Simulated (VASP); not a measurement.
Write the native input for VASP 6.6.1 that does the following.

- Task: single point
- Functional: PBEsol
- Potentials or basis: VASP PAW PBE potentials, release 64 (Mn_pv, S)
- Cutoff: 520 eV
- k mesh: 8 × 8 × 4
- Occupations: fermi-dirac, width 0.05 eV
- Spin: no spin polarisation
- Dipole correction: no
- Further INCAR settings: ALGO = Normal; EDIFF = 1e-06; NBANDS = 27

The structure of MnS lies in POSCAR:

```
MnS
1.0
    3.9535769233      0.0000000000      0.0000000000
   -1.9767884617      3.4238980514      0.0000000000
    0.0000000000      0.0000000000      6.3425288600
Mn S
2 2
Direct
    0.6666666667      0.3333333333      0.4988446700
    0.3333333333      0.6666666667      0.9988446700
    0.3333333333      0.6666666667      0.6261543000
    0.6666666667      0.3333333333      0.1261543000
```

The input as run:

INCAR

```
PREC = Accurate
ENCUT = 520
EDIFF = 1E-6
ISMEAR = -1
SIGMA = 0.05
LREAL = F
LASPH = T
NELM = 60
ALGO = Normal
ISIF = 2
LWAVE = F
LCHARG = F
GGA = PS
NBANDS = 27
```

KPOINTS

```
regular mesh
0
Gamma
  8 8 4
```

Potentials or basis: VASP PAW PBE potentials, release 64 (Mn_pv, S).

Command:

```bash
$ cat potpaw_PBE.64/Mn_pv/POTCAR potpaw_PBE.64/S/POTCAR > POTCAR
$ mpirun -np 1 vasp_std > vasp.out
```

Results of the run:

The pressure is -23.1 GPa. The largest force is 0.084 eV/Å. The band gap on the k mesh is zero (band 19 reaches 4.58 eV, above the bottom of band 20 at 3.68 eV).

Caveat: the PAW data sets were made with another functional, which shifts forces and pressure a little; the run has no spin polarisation, though such a crystal can be magnetic; semilocal functionals often make such compounds metallic where correlation or magnetic order opens a gap, which also shifts bond lengths.

Wall time 84 s on 1 thread of Intel Xeon 8259CL, on a shared host, peak memory 0.22 GiB.
